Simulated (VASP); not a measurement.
# Be (Fm-3m) in VASP: further runs

Be is run at these levels: PBEsol; tasks: single point.

All numbers are computed with VASP 6.6.1; they aren't measurements. Logs are shortened: lines on timing, memory, paths and dates and some standing lists are left out, and cuts for length are marked.

**1. The cell of the first run**

The structure is cubic, space group Fm-3m (No. 225). Conventional cell: a = 3.053 Å, b = 3.053 Å, c = 3.053 Å, α = 90.00°, β = 90.00°, γ = 90.00°. Be (site symmetry m-3m) has 12 Be at 2.16 Å within 2.9 Å.

This isn't the form of Be at room conditions, which is hcp.

**2. Single point, PBEsol**

Input file INCAR:

```
SYSTEM = Be
PREC = Accurate
ENCUT = 520
EDIFF = 1E-7
ISMEAR = -1
SIGMA = 0.08
LREAL = .FALSE.
LASPH = .TRUE.
NELM = 80
ALGO = Normal
ISIF = 2
LWAVE = .FALSE.
LCHARG = .TRUE.
GGA = PS
LELF = .TRUE.
LVHAR = .TRUE.
NBANDS = 7
```

Input file KPOINTS:

```
Automatic mesh
0
G
  21 21 21
  0 0 0
```

Input file POSCAR:

```
Be
1.0
    0.0000000000      1.5266871323      1.5266871323
    1.5266871323      0.0000000000      1.5266871323
    1.5266871323      1.5266871323      0.0000000000
Be
1
Direct
    0.0000000000      0.0000000000      0.0000000000
```

Potentials or basis: VASP PAW PBE potentials, release 64 (Be).

Started as:

```console
$ cat potpaw_PBE.64/Be/POTCAR > POTCAR
$ mpirun -np 1 vasp_std > vasp.out
```

OUTCAR:

```text
SYSTEM = Be
   PREC = Accurate
   ENCUT = 520
   EDIFF = 1E-7
   ISMEAR = -1
   LREAL = .FALSE.
   LASPH = .TRUE.
   NELM = 80
   ISIF = 2
   GGA = PS

 ion  position               nearest neighbor table
   1  0.000  0.000  0.000-

  LATTYP: Found a face centered cubic cell.
 ALAT       =     3.0533742646

  Lattice vectors:

 A1 = (   0.0000000000,   1.5266871323,   1.5266871323)
 A2 = (   1.5266871323,   0.0000000000,   1.5266871323)
 A3 = (   1.5266871323,   1.5266871323,   0.0000000000)

Analysis of symmetry for initial positions (statically):
=====================================================================
 Subroutine PRICEL returns:
 Original cell was already a primitive cell.

 Routine SETGRP: Setting up the symmetry group for a
 face centered cubic supercell.

 Subroutine GETGRP returns: Found 48 space group operations
 (whereof 48 operations were pure point group operations)
 out of a pool of 48 trial point group operations.

The static configuration has the point symmetry O_h .

Analysis of symmetry for dynamics (positions and initial velocities):
=====================================================================
 Subroutine PRICEL returns:
 Original cell was already a primitive cell.

 Routine SETGRP: Setting up the symmetry group for a
 face centered cubic supercell.

 Subroutine GETGRP returns: Found 48 space group operations
 (whereof 48 operations were pure point group operations)
 out of a pool of 48 trial point group operations.

The dynamic configuration has the point symmetry O_h .

 Subroutine INISYM returns: Found 48 space group operations
 (whereof 48 operations are pure point group operations),
 and found     1 'primitive' translations

----------------------------------------------------------------------------------------

                                     Primitive cell

  volume of cell :       7.1167

  direct lattice vectors                    reciprocal lattice vectors
     0.000000000  1.526687132  1.526687132    -0.327506527  0.327506527  0.327506527
     1.526687132  0.000000000  1.526687132     0.327506527 -0.327506527  0.327506527
     1.526687132  1.526687132  0.000000000     0.327506527  0.327506527 -0.327506527

  length of vectors
     2.159061648  2.159061648  2.159061648     0.567257944  0.567257944  0.567257944

  position of ions in fractional coordinates (direct lattice)
     0.000000000  0.000000000  0.000000000

  ion indices of the primitive-cell ions
   primitive index   ion index
                 1           1

----------------------------------------------------------------------------------------

 KPOINTS: Automatic mesh

Automatic generation of k-mesh.
 Grid dimensions read from file:
 generate k-points for:   21   21   21

 Generating k-lattice:

  Cartesian coordinates                     Fractional coordinates (reciprocal lattice)
    -0.015595549  0.015595549  0.015595549     0.047619048  0.000000000  0.000000000
     0.015595549 -0.015595549  0.015595549     0.000000000  0.047619048  0.000000000
     0.015595549  0.015595549 -0.015595549     0.000000000  0.000000000  0.047619048

  Length of vectors
     0.027012283  0.027012283  0.027012283

  Shift w.r.t. Gamma in fractional coordinates (k-lattice)
     0.000000000  0.000000000  0.000000000

 Subroutine IBZKPT returns following result:
 ===========================================

 Found    286 irreducible k-points:

 Following reciprocal coordinates:
            Coordinates               Weight
  0.000000  0.000000  0.000000      1.000000
  0.047619  0.000000  0.000000      8.000000
  0.095238  0.000000  0.000000      8.000000
  0.142857  0.000000  0.000000      8.000000
  0.190476  0.000000  0.000000      8.000000
  0.238095  0.000000  0.000000      8.000000
[... 16 lines left out ...]
 -0.428571  0.047619  0.000000     24.000000
 -0.380952  0.047619  0.000000     24.000000
 [... further k-points ...]
   k-points           NKPTS =    286   k-points in BZ     NKDIM =    286   number of bands    NBANDS=      7
   number of dos      NEDOS =    301   number of ions     NIONS =      1
   total plane-waves  NPLWV =   4096
   dimension x,y,z NGX =    16 NGY =   16 NGZ =   16
   dimension x,y,z NGXF=    32 NGYF=   32 NGZF=   32
   ions per type =               1
   NGX,Y,Z   is equivalent  to a cutoff of  12.32, 12.32, 12.32 a.u.
   NGXF,Y,Z  is equivalent  to a cutoff of  24.64, 24.64, 24.64 a.u.
 SYSTEM =  Be
   PREC   = accura    normal or accurate (medium, high low for compatibility)
   ISTART =      0    job   : 0-new  1-cont  2-samecut
   ICHARG =      2    charge: 1-file 2-atom 10-const
   ISPIN  =      1    spin polarized calculation?
   LNONCOLLINEAR =      F non collinear calculations
   LSORBIT =      F    spin-orbit coupling
   LASPH  =      T    aspherical Exc in radial PAW
   ENCUT  =  520.0 eV  38.22 Ry    6.18 a.u.   4.01  4.01  4.01*2*pi/ulx,y,z
   NELM   =     80;   NELMIN=  2; NELMDL= -5     # of ELM steps
   EDIFF  = 0.1E-06   stopping-criterion for ELM
   LREAL  =      F    real-space projection
   EDIFFG = 0.1E-05   stopping-criterion for IOM
   NSW    =      0    number of steps for IOM
   IBRION =     -1    ionic relax: 0-MD 1-quasi-New 2-CG
   NFREE  =      0    steps in history (QN), initial steepest desc. (CG)
   ISIF   =      2    stress and relaxation
   ISYM   =      2    0-nonsym 1-usesym 2-fastsym
   POTIM  = 0.5000    time-step for ionic-motion
   TEBEG  =    0.0;   TEEND  =   0.0 temperature during run
   PSTRESS=    0.0 pullay stress
   NELECT =       2.0000    total number of electrons
   NUPDOWN=      -1.0000    fix difference up-down
   EMIN   =  10.00;   EMAX   =-10.00  energy-range for DOS
   EFERMI =   0.00;   METHOD = LEGACY
   ISMEAR =    -1;   SIGMA  =   0.08  broadening in eV -4-tet -1-fermi 0-gaus
   EFERMI_NEDOS =   21; number of points for ismear=-14 and -15
   IALGO  =     38    algorithm
   IMIX   =      4    mixing-type and parameters
     AMIX     =   0.40;   BMIX     =  1.00
     AMIX_MAG =   1.60;   BMIX_MAG =  1.00
  volume/ion in A,a.u.               =       7.12        48.03
  Fermi-wavevector in a.u.,A,eV,Ry     =   1.072321  2.026393 15.644961  1.149872
  Thomas-Fermi vector in A             =   2.208088
   LORBIT       =      0    0 simple, 1 ext, 2 COOP (PROOUT), +10 PAW based schemes
   GGA     = PS    functional components
   LHFCALC =     F    Hartree Fock is set to
   AEXX    =    0.0000 exact exchange contribution
   IVDW    =     0    specifies the selected vdW correction
   LEPSILON=     F    determine dielectric tensor
   LRPA    =     F    only Hartree local field effects (RPA)
 non-spin polarized calculation
  energy-cutoff  :      520.00
  volume of cell :        7.12
 maximum number of plane-waves:       200
   NGX =  9   NGY =  9   NGZ =  9

 number of electron       2.0000000 magnetization

 Free energy of the ion-electron system (eV)
  ---------------------------------------------------
  ext. energy  EPLUGINS =         0.00000000
  ---------------------------------------------------
  free energy    TOTEN  =        -3.89213736 eV

  energy without entropy =       -3.89088903  energy(sigma->0) =       -3.89151320

 E-fermi :   8.4571     XC(G=0): -10.9622

 val. band max:        8.4317131506   @ k =  -0.2857   0.4762   0.1905
 cond. band min:       8.4920389910   @ k =  -0.3810   0.3333   0.0000
 fundamental gap:      0.0603258404
 Fermi energy:         8.4571356648

 k-point     1 :       0.0000    0.0000    0.0000
  band No.  band energies     occupation
      1      -4.0200      2.00000
      2      29.5125      0.00000
      3      29.5125      0.00000
      4      29.5125      0.00000
      5      39.4825      0.00000
      6      39.4825      0.00000
      7      39.4825      0.00000

 k-point     2 :       0.0476    0.0000    0.0000
  band No.  band energies     occupation
      1      -3.9425      2.00000
      2      28.8337      0.00000
      3      29.3657      0.00000
      4      29.3657      0.00000
      5      38.4376      0.00000
      6      39.7619      0.00000
      7      39.7619      0.00000

 k-point     3 :       0.0952    0.0000    0.0000
  band No.  band energies     occupation
      1      -3.7098      2.00000
      2      26.9942      0.00000
      3      28.9810      0.00000
      4      28.9810      0.00000
      5      37.6987      0.00000
      6      40.4887      0.00000
      7      40.4887      0.00000

 k-point     4 :       0.1429    0.0000    0.0000
  band No.  band energies     occupation
      1      -3.3220      2.00000
      2      24.4957      0.00000
      3      28.4745      0.00000
      4      28.4745      0.00000
      5      37.7077      0.00000
      6      41.2880      0.00000
      7      41.2880      0.00000

 k-point     5 :       0.1905    0.0000    0.0000
  band No.  band energies     occupation
      1      -2.7797      2.00000
      2      21.7703      0.00000
      3      27.9481      0.00000
      4      27.9481      0.00000
      5      38.1812      0.00000
      6      41.4013      0.00000
      7      41.4013      0.00000
[... 161 lines left out ...]
 k-point    22 :      -0.4762    0.0476    0.0000
  band No.  band energies     occupation
      1       2.7662      2.00000
      2       8.8160      0.02227
      3      25.8926      0.00000
      4      26.0584      0.00000
      5      34.6948      0.00000
      6      36.8297      0.00000
      7      40.4617      0.00000

 k-point    23 :      -0.4286    0.0476    0.0000
  band No.  band energies     occupation
      1       2.2150      2.00000
      2       9.6163      0.00000
      3      25.6791      0.00000
      4      26.3734      0.00000
      5      35.0845      0.00000
      6      36.7648      0.00000
      7      40.6839      0.00000

 k-point    24 :      -0.3810    0.0476    0.0000
  band No.  band energies     occupation
      1       1.2207      2.00000
      2      11.2316      0.00000
      3      25.5735      0.00000
      4      26.7544      0.00000
      5      35.7218      0.00000
      6      37.0150      0.00000
      7      41.1051      0.00000

 [... further k-points ...]

------------------------ aborting loop because EDIFF is reached ----------------------------------------

  FORCE on cell =-STRESS in cart. coord.  units (eV):
  Direction    XX          YY          ZZ          XY          YZ          ZX
  --------------------------------------------------------------------------------------
  -------------------------------------------------------------------------------------
  Total        0.5985734      0.5985734      0.5985734     -0.0000000      0.0000000     -0.0000000
  in kB      134.7559158    134.7559158    134.7559158     -0.0000000      0.0000000     -0.0000000
  external PRESSURE =     134.7559158 kB  Pullay stress =       0.0000000 kB

 VOLUME and BASIS-vectors are now :
 -----------------------------------------------------------------------------
  energy-cutoff  :      520.00
  volume of cell :        7.12
      direct lattice vectors                 reciprocal lattice vectors
     0.000000000  1.526687132  1.526687132    -0.327506527  0.327506527  0.327506527
     1.526687132  0.000000000  1.526687132     0.327506527 -0.327506527  0.327506527
     1.526687132  1.526687132  0.000000000     0.327506527  0.327506527 -0.327506527

 POSITION                                       TOTAL-FORCE (eV/Angst)
 -----------------------------------------------------------------------------------
      0.00000      0.00000      0.00000         0.000000      0.000000      0.000000
 -----------------------------------------------------------------------------------
    total drift:                               -0.000000     -0.000000     -0.000000

  FREE ENERGIE OF THE ION-ELECTRON SYSTEM (eV)
  ---------------------------------------------------
  free  energy   TOTEN  =        -3.8921373597 eV

  energy  without entropy=       -3.8908890333  energy(sigma->0) =       -3.89151320
```

It took 9.5 s on 1 thread of Intel Xeon 8259CL, shared host; peak memory 0.12 GiB.

Results:

| Property | Result |
| --- | --- |
| Free energy | -3.8921 eV |
| Pressure | 13.5 GPa |
| Band gap on the k mesh | zero (bands 1 and 2 overlap by 0.54 eV) |

Levels at points of the mesh, in eV from the Fermi level:
```csv
k point,band 1,band 2,band 3,band 4,band 5,band 6
"(0.00, 0.00, 0.00)",-12.48,21.06,21.06,21.06,31.03,31.03
```

Caveat: the cell stands under pressure; the PAW data sets were made with another functional, which shifts forces and pressure a little.

(Part 1 of 2 ends here.)
